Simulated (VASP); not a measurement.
Here is a VASP 6.6.1 calculation.

INCAR

```
SYSTEM = Zn3SeS2
PREC = Accurate ; ENCUT = 520
EDIFF = 1E-7 ; ISMEAR = 0
SIGMA = 0.02 ; LREAL = .FALSE.
LASPH = .TRUE. ; NELM = 100
ALGO = Normal ; ISIF = 2
LWAVE = .FALSE. ; LCHARG = .FALSE.
GGA = PE ; NBANDS = 66
```

Contents of KPOINTS:

```
regular mesh
0
G
  12 12 2
  0 0 0
```

POSCAR

```
Zn3SeS2
1.0
    3.9158403133      0.0000000289      0.0000000000
   -1.9579201817      3.3912171740      0.0000000000
    0.0000000000      0.0000000000     19.2194154000
Zn Se S
6 2 4
Direct
    0.0000000000      0.0000000000      0.0051040000
    0.0000000000      0.0000000000      0.5051040000
    0.3333333333      0.6666666667      0.1667060000
    0.6666666667      0.3333333333      0.6667060000
    0.6666666667      0.3333333333      0.3284610000
    0.3333333333      0.6666666667      0.8284610000
    0.6666666667      0.3333333333      0.4574220000
    0.3333333333      0.6666666667      0.9574220000
    0.0000000000      0.0000000000      0.1277070000
    0.0000000000      0.0000000000      0.6277070000
    0.3333333333      0.6666666667      0.2895990000
    0.6666666667      0.3333333333      0.7895990000
```

Potentials or basis: VASP PAW PBE potentials, release 64 (Zn, Se, S).

Launch:

```console
$ cat potpaw_PBE.64/Zn/POTCAR potpaw_PBE.64/Se/POTCAR potpaw_PBE.64/S/POTCAR > POTCAR
$ mpirun -np 1 vasp_std > vasp.out
```

(1) What does it give for the pressure?

(2) Estimate the band gap on the k mesh.

(3) Estimate the largest force.

Answers

(1) 0.2 GPa.

(2) 1.45 eV.

(3) 0.010 eV/Å.
